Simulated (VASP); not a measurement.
# TiC (Cm) in VASP: single point with PBEsol

Aim: the single point of TiC with PBEsol.

All numbers are computed with VASP 6.6.1; they aren't measurements. Logs are shortened: lines on timing, memory, paths and dates and some standing lists are left out, and cuts for length are marked.

## Step 1: The cell of the first run

It takes space group Cm (No. 8, monoclinic). Conventional cell: a = 5.301 Å, b = 3.060 Å, c = 3.060 Å, α = 90.00°, β = 125.26°, γ = 90.00°. Within 2.6 Å of Ti (site symmetry m) lie 6 C at 1.97 to 2.37 Å. C (site symmetry m) has 6 Ti at 1.97 to 2.37 Å within 2.6 Å.

## Step 2: Single point, PBEsol (atom 1 (Ti) moved by (-0.100, -0.200) A along [1 1 0] and z)

File INCAR:

```
SYSTEM = TiC
PREC = Accurate ; ENCUT = 520
EDIFF = 1E-6 ; ISMEAR = 0
SIGMA = 0.15 ; LREAL = .FALSE.
LASPH = .TRUE. ; NELM = 100
ALGO = Normal ; ISIF = 2
LWAVE = .FALSE. ; LCHARG = .FALSE.
GGA = PS ; NBANDS = 15
```

File KPOINTS:

```
Automatic mesh
0
G
  18 18 18
  0 0 0
```

File POSCAR:

```
TiC
1.0
    0.0000000000      2.1640000000      2.1640000000
    2.1640000000      0.0000000000      2.1640000000
    2.1640000000      2.1640000000      0.0000000000
Ti C
1 1
Direct
   -0.0462107209     -0.0462107209      0.0135348068
    0.5000000000      0.5000000000      0.5000000000
```

Potentials or basis: VASP PAW PBE potentials, release 64 (Ti_sv, C).

Command:

```sh
cat potpaw_PBE.64/Ti_sv/POTCAR potpaw_PBE.64/C/POTCAR > POTCAR
mpirun -np 1 vasp_std > vasp.out
```

OUTCAR:

```text
SYSTEM = TiC
   PREC = Accurate
   ENCUT = 520
   EDIFF = 1E-6
   ISMEAR = 0
   LREAL = .FALSE.
   LASPH = .TRUE.
   NELM = 100
   ISIF = 2
   GGA = PS

 ion  position               nearest neighbor table
   1  0.954  0.954  0.014-   2 1.97   2 2.10   2 2.10   2 2.24   2 2.24   2 2.37
   2  0.500  0.500  0.500-   1 1.97   1 2.10   1 2.10   1 2.24   1 2.24   1 2.37

  LATTYP: Found a face centered cubic cell.
 ALAT       =     4.3280000000

  Lattice vectors:

 A1 = (   0.0000000000,   2.1640000000,   2.1640000000)
 A2 = (   2.1640000000,   0.0000000000,   2.1640000000)
 A3 = (   2.1640000000,   2.1640000000,   0.0000000000)

Analysis of symmetry for initial positions (statically):
=====================================================================
 Subroutine PRICEL returns:
 Original cell was already a primitive cell.

 Routine SETGRP: Setting up the symmetry group for a
 face centered cubic supercell.

 Subroutine GETGRP returns: Found  2 space group operations
 (whereof  2 operations were pure point group operations)
 out of a pool of 48 trial point group operations.

The static configuration has the point symmetry C_1h.

Analysis of symmetry for dynamics (positions and initial velocities):
=====================================================================
 Subroutine PRICEL returns:
 Original cell was already a primitive cell.

 Routine SETGRP: Setting up the symmetry group for a
 face centered cubic supercell.

 Subroutine GETGRP returns: Found  2 space group operations
 (whereof  2 operations were pure point group operations)
 out of a pool of 48 trial point group operations.

The dynamic configuration has the point symmetry C_1h.

 Subroutine INISYM returns: Found  2 space group operations
 (whereof  2 operations are pure point group operations),
 and found     1 'primitive' translations

----------------------------------------------------------------------------------------

                                     Primitive cell

  volume of cell :      20.2676

  direct lattice vectors                    reciprocal lattice vectors
     0.000000000  2.164000000  2.164000000    -0.231053604  0.231053604  0.231053604
     2.164000000  0.000000000  2.164000000     0.231053604 -0.231053604  0.231053604
     2.164000000  2.164000000  0.000000000     0.231053604  0.231053604 -0.231053604

  length of vectors
     3.060358149  3.060358149  3.060358149     0.400196582  0.400196582  0.400196582

  position of ions in fractional coordinates (direct lattice)
     0.953789279  0.953789279  0.013534807
     0.500000000  0.500000000  0.500000000

  ion indices of the primitive-cell ions
   primitive index   ion index
                 1           1
                 2           2

----------------------------------------------------------------------------------------

 KPOINTS: Automatic mesh

Automatic generation of k-mesh.
 Grid dimensions read from file:
 generate k-points for:   18   18   18

 Generating k-lattice:

  Cartesian coordinates                     Fractional coordinates (reciprocal lattice)
    -0.012836311  0.012836311  0.012836311     0.055555556  0.000000000  0.000000000
     0.012836311 -0.012836311  0.012836311     0.000000000  0.055555556  0.000000000
     0.012836311  0.012836311 -0.012836311     0.000000000  0.000000000  0.055555556

  Length of vectors
     0.022233143  0.022233143  0.022233143

  Shift w.r.t. Gamma in fractional coordinates (k-lattice)
     0.000000000  0.000000000  0.000000000

 Subroutine IBZKPT returns following result:
 ===========================================

 Found   1550 irreducible k-points:

 Following reciprocal coordinates:
            Coordinates               Weight
  0.000000  0.000000  0.000000      1.000000
  0.055556  0.000000  0.000000      4.000000
  0.000000  0.000000  0.055556      2.000000
  0.055556  0.055556  0.055556      2.000000
  0.111111  0.000000  0.000000      4.000000
  0.000000  0.000000  0.111111      2.000000
[... 16 lines left out ...]
  0.444444  0.000000  0.000000      4.000000
  0.000000  0.000000  0.444444      2.000000
 [... further k-points ...]
   k-points           NKPTS =   1550   k-points in BZ     NKDIM =   1550   number of bands    NBANDS=     15
   number of dos      NEDOS =    301   number of ions     NIONS =      2
   total plane-waves  NPLWV =  13824
   dimension x,y,z NGX =    24 NGY =   24 NGZ =   24
   dimension x,y,z NGXF=    48 NGYF=   48 NGZF=   48
   ions per type =               1   1
   NGX,Y,Z   is equivalent  to a cutoff of  13.04, 13.04, 13.04 a.u.
   NGXF,Y,Z  is equivalent  to a cutoff of  26.07, 26.07, 26.07 a.u.
 SYSTEM =  TiC
   PREC   = accura    normal or accurate (medium, high low for compatibility)
   ISTART =      0    job   : 0-new  1-cont  2-samecut
   ICHARG =      2    charge: 1-file 2-atom 10-const
   ISPIN  =      1    spin polarized calculation?
   LNONCOLLINEAR =      F non collinear calculations
   LSORBIT =      F    spin-orbit coupling
   LASPH  =      T    aspherical Exc in radial PAW
   ENCUT  =  520.0 eV  38.22 Ry    6.18 a.u.   5.69  5.69  5.69*2*pi/ulx,y,z
   NELM   =    100;   NELMIN=  2; NELMDL= -5     # of ELM steps
   EDIFF  = 0.1E-05   stopping-criterion for ELM
   LREAL  =      F    real-space projection
   EDIFFG = 0.1E-04   stopping-criterion for IOM
   NSW    =      0    number of steps for IOM
   IBRION =     -1    ionic relax: 0-MD 1-quasi-New 2-CG
   NFREE  =      0    steps in history (QN), initial steepest desc. (CG)
   ISIF   =      2    stress and relaxation
   ISYM   =      2    0-nonsym 1-usesym 2-fastsym
   POTIM  = 0.5000    time-step for ionic-motion
   TEBEG  =    0.0;   TEEND  =   0.0 temperature during run
   PSTRESS=    0.0 pullay stress
   NELECT =      16.0000    total number of electrons
   NUPDOWN=      -1.0000    fix difference up-down
   EMIN   =  10.00;   EMAX   =-10.00  energy-range for DOS
   EFERMI =   0.00;   METHOD = LEGACY
   ISMEAR =     0;   SIGMA  =   0.15  broadening in eV -4-tet -1-fermi 0-gaus
   EFERMI_NEDOS =   21; number of points for ismear=-14 and -15
   IALGO  =     38    algorithm
   IMIX   =      4    mixing-type and parameters
     AMIX     =   0.40;   BMIX     =  1.00
     AMIX_MAG =   1.60;   BMIX_MAG =  1.00
  volume/ion in A,a.u.               =      10.13        68.39
  Fermi-wavevector in a.u.,A,eV,Ry     =   1.513030  2.859212 31.147275  2.289260
  Thomas-Fermi vector in A             =   2.622876
   LORBIT       =      0    0 simple, 1 ext, 2 COOP (PROOUT), +10 PAW based schemes
   GGA     = PS    functional components
   LHFCALC =     F    Hartree Fock is set to
   AEXX    =    0.0000 exact exchange contribution
   IVDW    =     0    specifies the selected vdW correction
   LEPSILON=     F    determine dielectric tensor
   LRPA    =     F    only Hartree local field effects (RPA)
 non-spin polarized calculation
 Gauss-broadening in eV      SIGMA  =   0.15
  energy-cutoff  :      520.00
  volume of cell :       20.27
 maximum number of plane-waves:       568
   NGX = 11   NGY = 11   NGZ = 11

 number of electron      16.0000000 magnetization

 Free energy of the ion-electron system (eV)
  ---------------------------------------------------
  ext. energy  EPLUGINS =         0.00000000
  ---------------------------------------------------
  free energy    TOTEN  =       -19.57012694 eV

  energy without entropy =      -19.56860001  energy(sigma->0) =      -19.56936347

 E-fermi :   9.3866     XC(G=0): -12.8480

 val. band max:        9.3842909449   @ k =   0.0000   0.0000   0.0000
 cond. band min:       9.3969074589   @ k =   0.0556   0.0000   0.0000
 fundamental gap:      0.0126165140
 Fermi energy:         9.3866306760

 k-point     1 :       0.0000    0.0000    0.0000
  band No.  band energies     occupation
      1     -46.9799      2.00000
      2     -23.1169      2.00000
      3     -23.1144      2.00000
      4     -23.1116      2.00000
      5      -3.0056      2.00000
      6       9.0113      1.99960
      7       9.1187      1.98846
      8       9.3843      1.01760
      9      10.0269      0.00000
     10      10.8352      0.00000
     11      12.1914      0.00000
     12      12.3124      0.00000
     13      13.0544      0.00000
     14      19.6116      0.00000
     15      23.0678      0.00000

 k-point     2 :       0.0556    0.0000    0.0000
  band No.  band energies     occupation
      1     -46.9776      2.00000
      2     -23.1304      2.00000
      3     -23.1182      2.00000
      4     -23.1137      2.00000
      5      -2.9350      2.00000
      6       8.6559      2.00000
      7       9.1084      1.99129
      8       9.3969      0.92281
      9      10.0548      0.00000
     10      10.7241      0.00000
     11      11.8874      0.00000
     12      12.7410      0.00000
     13      13.3927      0.00000
     14      19.7396      0.00000
     15      23.1195      0.00000

 k-point     3 :       0.0000    0.0000    0.0556
  band No.  band energies     occupation
      1     -46.9776      2.00000
      2     -23.1319      2.00000
      3     -23.1161      2.00000
      4     -23.1145      2.00000
      5      -2.9346      2.00000
      6       8.6474      2.00000
      7       9.0446      1.99874
      8       9.5623      0.09771
      9      10.0295      0.00000
     10      10.6507      0.00000
     11      11.8960      0.00000
     12      12.6695      0.00000
     13      13.4619      0.00000
     14      19.7330      0.00000
     15      23.1259      0.00000

 k-point     4 :       0.0556    0.0556    0.0556
  band No.  band energies     occupation
      1     -46.9776      2.00000
      2     -23.1320      2.00000
      3     -23.1160      2.00000
      4     -23.1139      2.00000
      5      -2.9356      2.00000
      6       8.7605      2.00000
      7       9.0105      1.99961
      8       9.2877      1.64908
      9      10.0912      0.00000
     10      10.6993      0.00000
     11      12.1513      0.00000
     12      12.6565      0.00000
     13      13.3036      0.00000
     14      19.7519      0.00000
     15      23.1055      0.00000
[... 307 lines left out ...]
 k-point    22 :       0.3889    0.3889    0.3889
  band No.  band energies     occupation
      1     -46.9130      2.00000
      2     -23.5683      2.00000
      3     -23.1592      2.00000
      4     -23.1573      2.00000
      5      -0.2652      2.00000
      6       4.3250      2.00000
      7       6.5900      2.00000
      8       6.5985      2.00000
      9      11.9029      0.00000
     10      11.9906      0.00000
     11      13.1102      0.00000
     12      17.0457      0.00000
     13      17.0550      0.00000
     14      18.8037      0.00000
     15      24.9102      0.00000

 k-point    23 :       0.4444    0.0000    0.0000
  band No.  band energies     occupation
      1     -46.9056      2.00000
      2     -23.6179      2.00000
      3     -23.1677      2.00000
      4     -23.1630      2.00000
      5       0.2468      2.00000
      6       3.7288      2.00000
      7       6.5061      2.00000
      8       6.6578      2.00000
      9      12.0845      0.00000
     10      12.1720      0.00000
     11      13.2926      0.00000
     12      16.1485      0.00000
     13      17.3048      0.00000
     14      19.0434      0.00000
     15      24.5727      0.00000

 k-point    24 :       0.0000    0.0000    0.4444
  band No.  band energies     occupation
      1     -46.9053      2.00000
      2     -23.6232      2.00000
      3     -23.1668      2.00000
      4     -23.1645      2.00000
      5       0.2609      2.00000
      6       3.7299      2.00000
      7       6.5762      2.00000
      8       6.7411      2.00000
      9      12.0681      0.00000
     10      12.1476      0.00000
     11      13.2361      0.00000
     12      15.9502      0.00000
     13      17.0831      0.00000
     14      19.2303      0.00000
     15      24.6217      0.00000

 [... further k-points ...]
[... 5 lines left out ...]
  --------------------------------------------------------------------------------------
  -------------------------------------------------------------------------------------
  Total       -0.4662054     -0.4662054      0.9724802     -0.1038029     -0.2567153     -0.2567156
  in kB      -36.8541264    -36.8541264     76.8757920     -8.2057473    -20.2936719    -20.2936926
  external PRESSURE =       1.0558464 kB  Pullay stress =       0.0000000 kB

 VOLUME and BASIS-vectors are now :
 -----------------------------------------------------------------------------
  energy-cutoff  :      520.00
  volume of cell :       20.27
      direct lattice vectors                 reciprocal lattice vectors
     0.000000000  2.164000000  2.164000000    -0.231053604  0.231053604  0.231053604
     2.164000000  0.000000000  2.164000000     0.231053604 -0.231053604  0.231053604
     2.164000000  2.164000000  0.000000000     0.231053604  0.231053604 -0.231053604

 POSITION                                       TOTAL-FORCE (eV/Angst)
 -----------------------------------------------------------------------------------
      2.09329      2.09329      4.12800         0.518121      0.518121      1.936891
      2.16400      2.16400      2.16400        -0.518121     -0.518121     -1.936891
 -----------------------------------------------------------------------------------
    total drift:                                0.000028      0.000028      0.000178

  FREE ENERGIE OF THE ION-ELECTRON SYSTEM (eV)
  ---------------------------------------------------
  free  energy   TOTEN  =       -19.5701269404 eV

  energy  without entropy=      -19.5686000068  energy(sigma->0) =      -19.56936347
```

Run time: 2.9 min. Hardware: 1 thread of Intel Xeon 6975P-C (Granite Rapids), shared host; peak memory 0.55 GiB.

Results:

```
Free energy            : -19.5701 eV
Pressure               : 0.1 GPa
Largest force          : 2.071 eV/Å
Band gap on the k mesh : zero (band 8 reaches 9.59 eV, above the bottom of band 9 at 9.18 eV)
```

Forces in eV/Å, atoms in the order of the input:
```
Ti   0.518  0.518  1.937
C   -0.518 -0.518 -1.937
```

Caveat: the cell differs from its parent crystal (atom 1 (Ti) moved by (-0.100, -0.200) A along [1 1 0] and z); the PAW data sets were made with another functional, which shifts forces and pressure a little.
